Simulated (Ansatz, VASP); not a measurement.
**In: VASP beside Ansatz**

The input INCAR:

```
SYSTEM = In
ALGO = Normal
EDIFF = 1E-6
EDIFFG = -0.01
ENCUT = 600
GGA = PS
IBRION = 2
ISIF = 3
ISMEAR = 0
LASPH = .TRUE.
LCHARG = .FALSE.
LREAL = .FALSE.
LWAVE = .FALSE.
NELM = 100
NSW = 80
PREC = Accurate
SIGMA = 0.1
```

Contents of KPOINTS:

```
k-points
0
G
  16 16 16
  0 0 0
```

File POSCAR:

```
In
1.0
    0.0000000000      2.3334217073      2.3334217073
    2.3334217073      0.0000000000      2.3334217073
    2.3334217073      2.3334217073      0.0000000000
In
1
Direct
    0.0000000000      0.0000000000      0.0000000000
```

Input for Ansatz:

```yaml
crystal:
  lattice:
    - [0.0, 2.3334217073, 2.3334217073]
    - [2.3334217073, 0.0, 2.3334217073]
    - [2.3334217073, 2.3334217073, 0.0]
  atoms:
    - { symbol: In, position: [0.0, 0.0, 0.0] }
basis:
  ecutwfc: 420
kpoints:
  mp_grid: { grid: [16, 16, 16] }
hamiltonian:
  xc: pbesol
scf:
  occupations: { method: gaussian, width: 0.1 }
output:
  forces: true
  stress: true
  eigenvalues: true
relax:
  adjacent_minimum: "off"
  f_tol: 0.01
  max_steps: 60
  cell: { stress_tol: 0.1 }
```

Alike in both runs: task relaxation of cell and atoms; functional PBEsol; k mesh 16 × 16 × 16; occupations gaussian, width 0.1 eV; no spin polarisation.

|  | VASP | Ansatz |
| --- | --- | --- |
| version | VASP 6.6.1 | Ansatz 0.2.0 |
| potentials or method | VASP PAW PBE potentials, release 64 (In_d), cutoff 600 eV | scalar-relativistic, plane waves, PAW |
| valence electrons in the cell | 13 | 13 |

|  | VASP | Ansatz | Ansatz less VASP |
| --- | --- | --- | --- |
| gap on the k mesh at the Fermi level, each at its own relaxed structure (eV) | none | none | - |
| relaxed volume (Å³/atom) | 25.63 | 25.60 | -0.030 |
| relaxed cell length with the largest relative difference (Å) | 3.309 | 3.308 | -0.0013 |

VASP's potentials were made for PBE, not for PBEsol. A gap of «none» marks a metal or a gap that the smearing closes.
